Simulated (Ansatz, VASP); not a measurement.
Sn in VASP and in Ansatz

POSCAR

```
Sn
1.0
   -2.8960383485      2.8960383485      1.5993019889
    2.8960383485     -2.8960383485      1.5993019889
    2.8960383485      2.8960383485     -1.5993019889
Sn
2
Direct
    0.7500000000      0.2500000000      0.5000000000
    0.0000000000      0.0000000000      0.0000000000
```

File INCAR.step1:

```
  PREC = Accurate
  ENCUT = 520
  ISMEAR = 0
  SIGMA = 0.15
  LREAL = False
  LASPH = True
  NELM = 100
  NBANDS = 21
  GGA = PE
  ALGO = Normal
  EDIFF = 1E-4
  LWAVE = True
  LCHARG = False
```

Contents of INCAR.step2:

```
  PREC = Accurate
  ENCUT = 520
  EDIFF = 1E-6
  ISMEAR = 0
  SIGMA = 0.15
  LREAL = False
  LASPH = True
  NELM = 100
  ALGO = Normal
  ISIF = 2
  LWAVE = False
  LCHARG = True
  METAGGA = R2SCAN
  LMIXTAU = True
  LELF = True
  LVHAR = True
  NBANDS = 21
  ISTART = 1
```

Contents of KPOINTS:

```
Automatic mesh
0
Gamma
  16 16 16
```

Input for Ansatz:

```yaml
crystal:
  lattice:
    - [-2.8960383485, 2.8960383485, 1.5993019889]
    - [2.8960383485, -2.8960383485, 1.5993019889]
    - [2.8960383485, 2.8960383485, -1.5993019889]
  atoms:
    - { symbol: Sn, position: [0.75, 0.25, 0.5] }
    - { symbol: Sn, position: [0.0, 0.0, 0.0] }
basis:
  ecutwfc: 500
kpoints:
  mp_grid: { grid: [16, 16, 16] }
hamiltonian:
  xc: r2scan
scf:
  occupations: { method: gaussian, width: 0.15 }
output:
  forces: true
  stress: true
  eigenvalues: true
```

Change from the starting cell: strain -0.0150 x Voigt [1, 1, 0, 0, 0, 0], atoms carried along.

Alike in both runs: task single point; functional r2SCAN; k mesh 16 × 16 × 16; occupations gaussian, width 0.15 eV; no spin polarisation.

|  | VASP | Ansatz |
| --- | --- | --- |
| version | VASP 6.6.1 | Ansatz 0.2.0 |
| potentials or method | VASP PAW PBE potentials, release 64 (Sn_d), cutoff 520 eV | scalar-relativistic, plane waves, PAW |
| valence electrons in the cell | 28 | 28 |

```csv
,VASP,Ansatz,Ansatz less VASP
gap on the k mesh at the Fermi level (eV),none,none,-
pressure (GPa),1.7,1.7,+0.02
"traceless stress, the component that is largest in VASP (GPa)",-1.08,-1.08,0.000
```

VASP's potentials were made for PBE, not for r2SCAN. A gap of «none» marks a metal or a gap that the smearing closes. The functional is the same, so the differences come from potentials, cutoffs and numerics.
